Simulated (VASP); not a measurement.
# TaN (Fm-3m) in VASP: notebook

Runs on TaN. Level: r2SCAN+U. Tasks: single point.

Everything below comes from runs of VASP 6.6.1. Logs are shortened: lines on timing, memory, paths and dates and some standing lists are left out, and cuts for length are marked.

### Step 1. The cell of the first run

It takes space group Fm-3m (No. 225, cubic). The conventional cell has a = 4.400 Å, b = 4.400 Å, c = 4.400 Å, α = 90.00°, β = 90.00°, γ = 90.00°. Within 2.9 Å of Ta (site symmetry m-3m) lie 6 N at 2.20 Å. N (site symmetry m-3m) has 6 Ta at 2.20 Å within 2.9 Å.

### Step 2. Single point, r2SCAN+U

File POSCAR:

```
TaN
1.0
    0.0000000000      2.1997568928      2.1997568928
    2.1997568928      0.0000000000      2.1997568928
    2.1997568928      2.1997568928      0.0000000000
Ta N
1 1
Direct
    0.5000000000      0.5000000000      0.5000000000
    0.0000000000      0.0000000000      0.0000000000
```

File INCAR.step1:

```
SYSTEM = TaN
ALGO = Normal
EDIFF = 1E-4
ENCUT = 520
GGA = PE
ISMEAR = -1
LASPH = .True.
LCHARG = .False.
LDAU = .True.
LDAUJ = 0 0
LDAUL = 2 -1
LDAUTYPE = 2
LDAUU = 1 0
LMAXMIX = 4
LREAL = .False.
LWAVE = .True.
NBANDS = 15
NELM = 150
PREC = Accurate
SIGMA = 0.05
```

File INCAR.step2:

```
SYSTEM = TaN
ALGO = Normal
EDIFF = 1E-6
ENCUT = 520
ISIF = 2
ISMEAR = -1
ISTART = 1
LASPH = .True.
LCHARG = .False.
LDAU = .True.
LDAUJ = 0 0
LDAUL = 2 -1
LDAUPRINT = 1
LDAUTYPE = 2
LDAUU = 1 0
LMAXMIX = 4
LMIXTAU = .True.
LREAL = .False.
LWAVE = .False.
METAGGA = R2SCAN
NBANDS = 15
NELM = 150
PREC = Accurate
SIGMA = 0.05
```

File KPOINTS:

```
k-points
0
Gamma
  10 10 10
  0 0 0
```

Potentials or basis: VASP PAW PBE potentials, release 64 (Ta_pv, N).

On the command line:

```
cat potpaw_PBE.64/Ta_pv/POTCAR potpaw_PBE.64/N/POTCAR > POTCAR
cp INCAR.step1 INCAR
mpirun -np 1 vasp_std > vasp.out
cp INCAR.step2 INCAR
mpirun -np 1 vasp_std > vasp.out
```

OUTCAR:

```text
SYSTEM = TaN
   EDIFF = 1E-6
   ENCUT = 520
   ISIF = 2
   ISMEAR = -1
   ISTART = 1
   LASPH = .True.
   LREAL = .False.
   METAGGA = R2SCAN
   NELM = 150
   PREC = Accurate

 ion  position               nearest neighbor table
   1  0.500  0.500  0.500-   2 2.20   2 2.20   2 2.20   2 2.20   2 2.20   2 2.20
   2  0.000  0.000  0.000-   1 2.20   1 2.20   1 2.20   1 2.20   1 2.20   1 2.20

  LATTYP: Found a face centered cubic cell.
 ALAT       =     4.3995137856

  Lattice vectors:

 A1 = (   0.0000000000,   2.1997568928,   2.1997568928)
 A2 = (   2.1997568928,   0.0000000000,   2.1997568928)
 A3 = (   2.1997568928,   2.1997568928,   0.0000000000)

Analysis of symmetry for initial positions (statically):
=====================================================================
 Subroutine PRICEL returns:
 Original cell was already a primitive cell.

 Routine SETGRP: Setting up the symmetry group for a
 face centered cubic supercell.

 Subroutine GETGRP returns: Found 48 space group operations
 (whereof 48 operations were pure point group operations)
 out of a pool of 48 trial point group operations.

The static configuration has the point symmetry O_h .

Analysis of symmetry for dynamics (positions and initial velocities):
=====================================================================
 Subroutine PRICEL returns:
 Original cell was already a primitive cell.

 Routine SETGRP: Setting up the symmetry group for a
 face centered cubic supercell.

 Subroutine GETGRP returns: Found 48 space group operations
 (whereof 48 operations were pure point group operations)
 out of a pool of 48 trial point group operations.

The dynamic configuration has the point symmetry O_h .

 Subroutine INISYM returns: Found 48 space group operations
 (whereof 48 operations are pure point group operations),
 and found     1 'primitive' translations

----------------------------------------------------------------------------------------

                                     Primitive cell

  volume of cell :      21.2889

  direct lattice vectors                    reciprocal lattice vectors
[... 152 lines left out ...]
  o =  0.2077  v =  0.0000  0.0000  0.0000  0.0000  0.0000  0.0000  0.0000  0.9985  0.0000 -0.0550      0.0000  0.0000  0.0000  0.0000  0.0000  0.0000  0.0000  0.0000  0.0000  0.0000
  o =  0.2077  v =  0.0000  0.0000  0.9985  0.0000 -0.0550  0.0000  0.0000  0.0000  0.0000  0.0000      0.0000  0.0000  0.0000  0.0000  0.0000  0.0000  0.0000  0.0000  0.0000  0.0000
  o =  0.2727  v =  0.0000  0.9908 -0.0000 -0.1352 -0.0000  0.0000  0.0000  0.0000  0.0000  0.0000      0.0000  0.0000  0.0000  0.0000  0.0000  0.0000  0.0000  0.0000  0.0000  0.0000
  o =  0.2727  v =  0.0000  0.0000  0.0000  0.0000  0.0000  0.0000  0.9908 -0.0000 -0.1352 -0.0000      0.0000  0.0000  0.0000  0.0000  0.0000  0.0000  0.0000  0.0000  0.0000  0.0000
  o =  0.2727  v =  0.0000 -0.1352  0.0000 -0.9908  0.0000  0.0000  0.0000  0.0000  0.0000  0.0000      0.0000  0.0000  0.0000  0.0000  0.0000  0.0000  0.0000  0.0000  0.0000  0.0000
  o =  0.2727  v =  0.0000  0.0000  0.0000  0.0000  0.0000  0.0000 -0.1352  0.0000 -0.9908  0.0000      0.0000  0.0000  0.0000  0.0000  0.0000  0.0000  0.0000  0.0000  0.0000  0.0000
  o =  0.2727  v =  0.0000  0.0000  0.0000  0.0000  0.0000  1.0000  0.0000  0.0000  0.0000  0.0000      0.0000  0.0000  0.0000  0.0000  0.0000  0.0000  0.0000  0.0000  0.0000  0.0000
  o =  0.2727  v =  1.0000  0.0000  0.0000  0.0000  0.0000  0.0000  0.0000  0.0000  0.0000  0.0000      0.0000  0.0000  0.0000  0.0000  0.0000  0.0000  0.0000  0.0000  0.0000  0.0000

 number of electron      16.0000003 magnetization

 Free energy of the ion-electron system (eV)
  ---------------------------------------------------
  ext. energy  EPLUGINS =         0.00000000
  ---------------------------------------------------
  free energy    TOTEN  =       -58.71199681 eV

  energy without entropy =      -58.70684888  energy(sigma->0) =      -58.70942284

 E-fermi :   9.7450     XC(G=0): -14.4590

 val. band max:        9.6184681049   @ k =  -0.3000   0.4000   0.2000
 cond. band min:       9.7810346275   @ k =  -0.3000   0.3000   0.1000
 fundamental gap:      0.1625665227
 Fermi energy:         9.7450336569

 k-point     1 :       0.0000    0.0000    0.0000
  band No.  band energies     occupation
      1     -27.6502      2.00000
      2     -27.6502      2.00000
      3     -27.6502      2.00000
      4     -10.3566      2.00000
      5       5.5262      2.00000
      6       5.5262      2.00000
      7       5.5262      2.00000
      8       7.5720      2.00000
      9       7.5720      2.00000
     10       7.5720      2.00000
     11       9.9373      0.04186
     12       9.9373      0.04186
     13      11.3815      0.00000
     14      18.9864      0.00000
[... 401 lines left out ...]
      2     -27.8935      2.00000
      3     -27.8675      2.00000
      4      -8.7802      2.00000
      5       1.2763      2.00000
      6       3.4714      2.00000
      7       4.1092      2.00000
      8       5.6657      2.00000
      9      12.0610      0.00000
     10      12.7003      0.00000
     11      12.7930      0.00000
     12      13.8370      0.00000
     13      18.5736      0.00000
     14      18.9919      0.00000
     15      20.9550      0.00000

 [... further k-points ...]

------------------------ aborting loop because EDIFF is reached ----------------------------------------

  FORCE on cell =-STRESS in cart. coord.  units (eV):
  Direction    XX          YY          ZZ          XY          YZ          ZX
  --------------------------------------------------------------------------------------
  -------------------------------------------------------------------------------------
  Total        0.5307066      0.5307066      0.5307066     -0.0000000     -0.0000000      0.0000000
  in kB       39.9402745     39.9402745     39.9402745     -0.0000000     -0.0000000      0.0000000
  external PRESSURE =      39.9402745 kB  Pullay stress =       0.0000000 kB

 VOLUME and BASIS-vectors are now :
 -----------------------------------------------------------------------------
  energy-cutoff  :      520.00
  volume of cell :       21.29
      direct lattice vectors                 reciprocal lattice vectors
     0.000000000  2.199756893  2.199756893    -0.227297844  0.227297844  0.227297844
     2.199756893  0.000000000  2.199756893     0.227297844 -0.227297844  0.227297844
     2.199756893  2.199756893  0.000000000     0.227297844  0.227297844 -0.227297844

 POSITION                                       TOTAL-FORCE (eV/Angst)
 -----------------------------------------------------------------------------------
      2.19976      2.19976      2.19976        -0.000000     -0.000000     -0.000000
      0.00000      0.00000      0.00000         0.000000      0.000000      0.000000
 -----------------------------------------------------------------------------------
    total drift:                                0.000000     -0.000000     -0.000000

  FREE ENERGIE OF THE ION-ELECTRON SYSTEM (eV)
  ---------------------------------------------------
  free  energy   TOTEN  =       -58.7119968054 eV

  energy  without entropy=      -58.7068488765  energy(sigma->0) =      -58.70942284
```

OUTCAR.step1:

```text
SYSTEM = TaN
   EDIFF = 1E-4
   ENCUT = 520
   GGA = PE
   ISMEAR = -1
   LASPH = .True.
   LREAL = .False.
[... 655 lines left out ...]
      2.19976      2.19976      2.19976        -0.000000     -0.000000     -0.000000
      0.00000      0.00000      0.00000         0.000000      0.000000      0.000000
 -----------------------------------------------------------------------------------
    total drift:                                0.000000     -0.000000     -0.000000

  FREE ENERGIE OF THE ION-ELECTRON SYSTEM (eV)
  ---------------------------------------------------
  free  energy   TOTEN  =       -20.9093539591 eV

  energy  without entropy=      -20.9040709732  energy(sigma->0) =      -20.90671247
```

Wall time 65 s (1 thread of Intel Xeon 8259CL, shared host); peak memory 0.15 GiB.

Results:

| Property | Result |
| --- | --- |
| Free energy | -58.7120 eV |
| Pressure | 4.0 GPa |
| Band gap on the k mesh | zero (bands 8 and 9 overlap by 4.10 eV) |

Eigenvalues of the final occupation matrices:
| site | spin | trace | eigenvalues |
| --- | --- | --- | --- |
| site 1 d | 1 | 1.23 | 0.21 0.21 0.27 0.27 0.27 |
| site 1 d | 2 | 1.23 | 0.21 0.21 0.27 0.27 0.27 |

Caveat: the cell stands under pressure; the PAW data sets were made with another functional, which shifts forces and pressure a little; spin-orbit coupling is left out, which moves the levels of the heavy elements; U without spin polarisation on a metal has little footing.

### Step 3. Single point, r2SCAN+U

This run uses another cell than the first one, of 10.67 Å³/atom.

File POSCAR:

```
TaN
1.0
    0.0000000000      2.2017289297      2.2017289297
    2.2017289297      0.0000000000      2.2017289297
    2.2017289297      2.2017289297      0.0000000000
Ta N
1 1
Direct
    0.5000000000      0.5000000000      0.5000000000
    0.0000000000      0.0000000000      0.0000000000
```

File INCAR.step1:

```
  PREC = Accurate
  ENCUT = 520
  ISMEAR = -1
  SIGMA = 0.05
  LREAL = F
  LASPH = T
  NELM = 150
  LMAXMIX = 4
  LDAU = T
  LDAUTYPE = 2
  LDAUL = 2 -1
  LDAUU = 2 0
  LDAUJ = 0 0
  NBANDS = 15
  GGA = PE
  ALGO = Normal
  EDIFF = 1E-4
  LWAVE = T
  LCHARG = F
```

File INCAR.step2:

```
  PREC = Accurate
  ENCUT = 520
  EDIFF = 1E-7
  ISMEAR = -1
  SIGMA = 0.05
  LREAL = F
  LASPH = T
  NELM = 150
  ALGO = Normal
  ISIF = 2
  LWAVE = F
  LCHARG = T
  LMAXMIX = 4
  LDAU = T
  LDAUTYPE = 2
  LDAUL = 2 -1
  LDAUU = 2 0
  LDAUJ = 0 0
  LDAUPRINT = 1
  METAGGA = R2SCAN
  LMIXTAU = T
  LELF = T
  LVHAR = T
  NBANDS = 15
  ISTART = 1
```

File KPOINTS:

```
Automatic mesh
0
Gamma
  10 10 10
```

Potentials or basis: VASP PAW PBE potentials, release 64 (Ta_pv, N).

On the command line:

```
cat potpaw_PBE.64/Ta_pv/POTCAR potpaw_PBE.64/N/POTCAR > POTCAR
cp INCAR.step1 INCAR
mpirun -np 1 vasp_std > vasp.out
cp INCAR.step2 INCAR
mpirun -np 1 vasp_std > vasp.out
```

Wall time 67 s (1 thread of Intel Xeon 8259CL, shared host); peak memory 0.15 GiB.

Results (log left out):

| Item | Value |
| --- | --- |
| Free energy | -57.7949 eV |
| Pressure | 6.0 GPa |
| Band gap on the k mesh | zero (bands 8 and 9 overlap by 4.10 eV) |

Levels at points of the mesh, in eV from the Fermi level:
| k point | band 6 | band 7 | band 8 | band 9 | band 10 | band 11 |
| --- | --- | --- | --- | --- | --- | --- |
| (0.00, 0.00, 0.00) | -4.27 | -4.27 | -2.15 | -2.15 | -2.15 | 0.29 |
| (0.50, 0.00, 0.00) | -7.97 | -7.97 | 1.95 | 1.95 | 2.03 | 3.78 |
| (0.50, 0.50, 0.00) | -5.63 | -5.15 | -5.15 | 2.38 | 3.58 | 3.58 |

Eigenvalues of the final occupation matrices:
```tsv
site	spin	trace	eigenvalues
site 1 d	1	1.21	0.20 0.20 0.27 0.27 0.27
site 1 d	2	1.21	0.20 0.20 0.27 0.27 0.27
```

Caveat: the cell stands under pressure; the PAW data sets were made with another functional, which shifts forces and pressure a little; spin-orbit coupling is left out, which moves the levels of the heavy elements; U without spin polarisation on a metal has little footing.
